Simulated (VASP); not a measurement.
# P4C (Immm) in VASP: notebook, part 2 of 2

VASP 6.6.1.

## 3. Single point, PBE, collinear spin

This run uses another cell than the first one, of 16.91 Å³/atom.

INCAR

```
ALGO     = Normal         # electronic algorithm
EDIFF    = 1E-6           # SCF threshold, eV
ENCUT    = 520            # plane-wave cutoff, eV
GGA      = PE             # functional
ISIF     = 2              # what is computed and relaxed
ISMEAR   = 0              # smearing method
ISPIN    = 2              # spin polarisation
LASPH    = T              # aspherical terms in the spheres
LCHARG   = F              # write CHGCAR
LORBIT   = 11             # projections on sites
LREAL    = F              # projectors in reciprocal space
LWAVE    = F              # write WAVECAR
MAGMOM   = 0 0 0 0 1      # initial moments
NBANDS   = 24             # bands
NELM     = 150            # most SCF steps
PREC     = Accurate       # precision mode
SIGMA    = 0.1            # smearing width, eV
```

KPOINTS

```
k-points
0
Gamma
  6 6 6
```

POSCAR

```
P4C
1.0
   -2.3935159182      2.6178544754      3.3734344010
    2.3935159182     -2.6178544754      3.3734344010
    2.3935159182      2.6178544754     -3.3734344010
P C
4 1
Direct
    0.2454939007      0.2454939007      0.0000000000
    0.7545060993      0.7545060993      0.0000000000
    0.3348122000      0.8348122000      0.5000000000
    0.6651878000      0.1651878000      0.5000000000
    0.0000000000      0.0000000000      0.0000000000
```

Potentials or basis: VASP PAW PBE potentials, release 64 (P, C).

The run is started by

```sh
cat potpaw_PBE.64/P/POTCAR potpaw_PBE.64/C/POTCAR > POTCAR
mpirun -np 1 vasp_std > vasp.out
```

OUTCAR:

```text
EDIFF = 1E-6
   ENCUT = 520
   GGA = PE
   ISIF = 2
   ISMEAR = 0
   ISPIN = 2
   LASPH = T
   LORBIT = 11
   LREAL = F
   NELM = 150
   PREC = Accurate

 ion  position               nearest neighbor table
   1  0.245  0.245  0.000-   5 1.66   3 2.47   3 2.47   4 2.67   4 2.67
   2  0.755  0.755  0.000-   5 1.66   4 2.47   4 2.47   3 2.67   3 2.67
   3  0.335  0.835  0.500-   4 2.23   1 2.47   1 2.47   2 2.67   2 2.67
   4  0.665  0.165  0.500-   3 2.23   2 2.47   2 2.47   1 2.67   1 2.67
   5  0.000  0.000  0.000-   1 1.66   2 1.66

  LATTYP: Found a body centered orthorhombic cell.
 ALAT       =     4.7870318364
 B/A-ratio  =     1.0937276228
 C/A-ratio  =     1.4094054589

  Lattice vectors:

 A1 = (  -2.3935159182,   2.6178544754,   3.3734344010)
 A2 = (   2.3935159182,  -2.6178544754,   3.3734344010)
 A3 = (   2.3935159182,   2.6178544754,  -3.3734344010)

Analysis of symmetry for initial positions (statically):
=====================================================================
 Subroutine PRICEL returns:
 Original cell was already a primitive cell.

 Routine SETGRP: Setting up the symmetry group for a
 body centered orthorhombic supercell.

 Subroutine GETGRP returns: Found  8 space group operations
 (whereof  8 operations were pure point group operations)
 out of a pool of  8 trial point group operations.

The static configuration has the point symmetry D_2h.

Analysis of symmetry for dynamics (positions and initial velocities):
=====================================================================
 Subroutine PRICEL returns:
 Original cell was already a primitive cell.

 Routine SETGRP: Setting up the symmetry group for a
 body centered orthorhombic supercell.

 Subroutine GETGRP returns: Found  8 space group operations
[... 171 lines left out ...]
  energy without entropy =      -27.30764673  energy(sigma->0) =      -27.31069976

 E-fermi :   6.2802     XC(G=0):  -9.9233

 val. band max:        6.2686757427   @ k =  -0.1667   0.1667   0.1667
 cond. band min:       6.3059514826   @ k =   0.5000   0.0000   0.0000
 fundamental gap:      0.0372757400
 Fermi energy:         6.2801889569

 spin component 1

 k-point     1 :       0.0000    0.0000    0.0000
  band No.  band energies     occupation
      1      -9.6270      1.00000
      2      -5.2212      1.00000
      3      -4.8461      1.00000
      4      -2.3838      1.00000
      5      -0.6119      1.00000
      6       0.5317      1.00000
[... 637 lines left out ...]
     23      14.9670      0.00000
     24      16.3561      0.00000

 [... further k-points ...]

 spin component 2

 k-point     1 :       0.0000    0.0000    0.0000
  band No.  band energies     occupation
      1      -9.6270      1.00000
      2      -5.2212      1.00000
      3      -4.8461      1.00000
      4      -2.3838      1.00000
      5      -0.6119      1.00000
      6       0.5317      1.00000
[... 637 lines left out ...]
     23      14.9670      0.00000
     24      16.3544      0.00000

 [... further k-points ...]

------------------------ aborting loop because EDIFF is reached ----------------------------------------

  FORCE on cell =-STRESS in cart. coord.  units (eV):
  Direction    XX          YY          ZZ          XY          YZ          ZX
  --------------------------------------------------------------------------------------
  -------------------------------------------------------------------------------------
  Total       -0.2253927      0.0164745     -0.3922580     -0.0000000      0.0000000      0.0000000
  in kB       -4.2710659      0.3121819     -7.4330716     -0.0000000      0.0000000      0.0000000
  external PRESSURE =      -3.7973185 kB  Pullay stress =       0.0000000 kB

 VOLUME and BASIS-vectors are now :
 -----------------------------------------------------------------------------
  energy-cutoff  :      520.00
  volume of cell :       84.55
      direct lattice vectors                 reciprocal lattice vectors
    -2.393515918  2.617854475  3.373434401     0.000000000  0.190996102  0.148216903
     2.393515918 -2.617854475  3.373434401     0.208897712  0.000000000  0.148216903
     2.393515918  2.617854475 -3.373434401     0.208897712  0.190996102  0.000000000

 POSITION                                       TOTAL-FORCE (eV/Angst)
 -----------------------------------------------------------------------------------
      0.00000      0.00000      1.65632         0.000000     -0.000000     -0.082303
      0.00000      0.00000      5.09055        -0.000000      0.000000      0.082303
      2.39352     -0.00000      2.25893         0.000000     -0.000000      0.049381
      0.00000      2.61785      1.11450        -0.000000     -0.000000     -0.049381
      0.00000      0.00000      0.00000         0.000000      0.000000     -0.000000
 -----------------------------------------------------------------------------------
    total drift:                                0.000000      0.000000     -0.000000

  FREE ENERGIE OF THE ION-ELECTRON SYSTEM (eV)
  ---------------------------------------------------
  free  energy   TOTEN  =       -27.3137527947 eV

  energy  without entropy=      -27.3076467261  energy(sigma->0) =      -27.31069976

 total charge

# of ion       s       p       d       tot
------------------------------------------
    1        1.076   1.352   0.000   2.428
    2        1.076   1.352   0.000   2.428
    3        1.112   1.289   0.000   2.401
    4        1.112   1.289   0.000   2.401
    5        0.893   1.595   0.000   2.488
--------------------------------------------------
tot          5.268   6.878   0.000  12.146

 magnetization (x)

# of ion       s       p       d       tot
------------------------------------------
    1        0.000   0.000   0.000   0.000
    2        0.000   0.000   0.000   0.000
    3        0.000  -0.000   0.000  -0.000
    4        0.000  -0.000   0.000  -0.000
    5       -0.000  -0.000   0.000  -0.000
--------------------------------------------------
tot         -0.000  -0.000   0.000  -0.000
```

OSZICAR:

```text
N       E                     dE             d eps       ncg     rms          rms(c)
DAV:   1     0.676580919791E+02    0.67658E+02   -0.10050E+04  4416   0.854E+02
DAV:   2    -0.240484543984E+02   -0.91707E+02   -0.86822E+02  5624   0.150E+02
DAV:   3    -0.293685126633E+02   -0.53201E+01   -0.52557E+01  5880   0.342E+01
DAV:   4    -0.294406350067E+02   -0.72122E-01   -0.72088E-01  5320   0.476E+00
DAV:   5    -0.294419129801E+02   -0.12780E-02   -0.12779E-02  6032   0.606E-01    0.145E+01
DAV:   6    -0.274034865270E+02    0.20384E+01   -0.96582E+00  5384   0.172E+01    0.712E+00
DAV:   7    -0.273371941808E+02    0.66292E-01   -0.21168E+00  5216   0.661E+00    0.487E+00
DAV:   8    -0.273177848077E+02    0.19409E-01   -0.25072E-01  5648   0.231E+00    0.121E+00
DAV:   9    -0.273124438894E+02    0.53409E-02   -0.26406E-02  5784   0.946E-01    0.552E-01
DAV:  10    -0.273133878130E+02   -0.94392E-03   -0.70809E-03  5728   0.383E-01    0.183E-01
DAV:  11    -0.273136356946E+02   -0.24788E-03   -0.72542E-04  5504   0.131E-01    0.731E-02
DAV:  12    -0.273137103354E+02   -0.74641E-04   -0.12592E-04  5768   0.578E-02    0.383E-02
DAV:  13    -0.273137371043E+02   -0.26769E-04   -0.17872E-05  5496   0.219E-02    0.184E-02
DAV:  14    -0.273137504696E+02   -0.13365E-04   -0.12964E-05  5456   0.171E-02    0.758E-03
DAV:  15    -0.273137524488E+02   -0.19792E-05   -0.20619E-06  5504   0.710E-03    0.255E-03
DAV:  16    -0.273137527947E+02   -0.34591E-06   -0.24358E-07  3968   0.247E-03
   1 F= -.27313753E+02 E0= -.27310700E+02  d E =-.610607E-02  mag=    -0.0000
```

stdout:

```text
POSCAR found type information on POSCAR P C
 POSCAR found :  2 types and       5 ions
 scaLAPACK will be used
 LDA part: xc-table for (Slater+PW92), standard interpolation
 POSCAR, INCAR and KPOINTS ok, starting setup
 FFT: planning ... GRIDC
 FFT: planning ... GRID_SOFT
 FFT: planning ... GRID
 WAVECAR not read
 entering main loop
```

Run time: 1.9 min. Hardware: 1 thread of AMD EPYC 9R45 (Zen 5), shared host; peak memory 0.28 GiB.

Results:

```yaml
Free_energy: -27.3138 eV
Pressure: -0.4 GPa
Largest_force: 0.082 eV/Å
Band_gap_on_the_k_mesh: zero (filled and empty bands overlap)
Net_moment: 0.00 μB per cell
Valence_electrons_inside_the_program's_atomic_spheres: P 2.43, 2.40 (each value once); C 2.49
```

Forces in eV/Å, atoms in the order of the input:
```
P    0.000  0.000 -0.082
P    0.000  0.000  0.082
P    0.000  0.000  0.049
P    0.000  0.000 -0.049
C    0.000  0.000  0.000
```

Levels at points of the mesh, in eV from the Fermi level:
Spin up:
| k point | band 8 | band 9 | band 10 | band 11 | band 12 | band 13 | band 14 | band 15 | band 16 | band 17 |
| --- | --- | --- | --- | --- | --- | --- | --- | --- | --- | --- |
| (0.00, 0.00, 0.00) | -5.56 | -5.01 | -3.86 | -2.62 | -2.47 | 0.70 | 1.82 | 2.61 | 3.42 | 3.52 |
| (0.50, 0.00, 0.00) | -4.84 | -4.18 | -2.98 | -2.81 | -0.55 | 0.03 | 0.84 | 1.90 | 2.47 | 3.74 |
| (0.00, 0.50, 0.00) | -4.62 | -3.94 | -2.64 | 0.29 | 0.35 | 0.69 | 2.61 | 2.68 | 3.06 | 3.91 |
| (0.50, 0.50, 0.00) | -3.47 | -2.37 | -1.11 | -0.81 | -0.26 | 0.20 | 1.03 | 1.43 | 2.30 | 2.57 |
| (0.50, 0.50, 0.50) | -3.51 | -3.50 | -2.34 | -2.29 | -0.75 | 0.56 | 3.72 | 3.73 | 3.79 | 3.93 |
Spin down:
| k point | band 8 | band 9 | band 10 | band 11 | band 12 | band 13 | band 14 | band 15 | band 16 | band 17 |
| --- | --- | --- | --- | --- | --- | --- | --- | --- | --- | --- |
| (0.00, 0.00, 0.00) | -5.56 | -5.01 | -3.86 | -2.62 | -2.47 | 0.70 | 1.82 | 2.61 | 3.42 | 3.52 |
| (0.50, 0.00, 0.00) | -4.84 | -4.18 | -2.98 | -2.81 | -0.55 | 0.03 | 0.84 | 1.90 | 2.47 | 3.74 |
| (0.00, 0.50, 0.00) | -4.62 | -3.94 | -2.64 | 0.29 | 0.35 | 0.69 | 2.61 | 2.68 | 3.06 | 3.91 |
| (0.50, 0.50, 0.00) | -3.47 | -2.37 | -1.11 | -0.81 | -0.26 | 0.20 | 1.03 | 1.43 | 2.30 | 2.57 |
| (0.50, 0.50, 0.50) | -3.51 | -3.50 | -2.34 | -2.29 | -0.75 | 0.56 | 3.72 | 3.73 | 3.79 | 3.93 |
